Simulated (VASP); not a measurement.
**AlN: single point with PBEsol**

Crystal: AlN.

```xyz
2
Lattice="0.0000 2.2016 2.2016 2.2016 0.0000 2.2016 2.2016 2.2016 0.0000" Properties=species:S:1:pos:R:3 pbc="T T T"
Al    0.0000    0.0000    0.0000
N     3.3024    3.3024    3.3024
```

```
Program                 : VASP 6.6.1
Task                    : single point
Functional              : PBEsol
Potentials or basis     : VASP PAW PBE potentials, release 64 (Al, N)
Cutoff                  : 520 eV
k mesh                  : 10 × 10 × 10
Occupations             : gaussian, width 0.02 eV
Spin                    : no spin polarisation
Dipole correction       : no
k mesh for the DOS      : 15 × 15 × 15
Occupations for the DOS : tetrahedron
Further INCAR settings  : ALGO = Normal; EDIFF = 1e-06; NBANDS = 11
```

| Quantity | Value |
| --- | --- |
| Valence electrons inside the program's atomic spheres | Al 0.80; N 3.82 |

Levels at points of the mesh, in eV from the valence-band top:
```tsv
k point	band 2	band 3	band 4	band 5	band 6	band 7
(0.00, 0.00, 0.00)	0.00	0.00	0.00	3.92	12.23	12.23
```

Run time: 28 s on 1 thread of AMD EPYC 7R43 64-Core Processor (Zen 3) (shared host), peak memory 0.11 GiB.
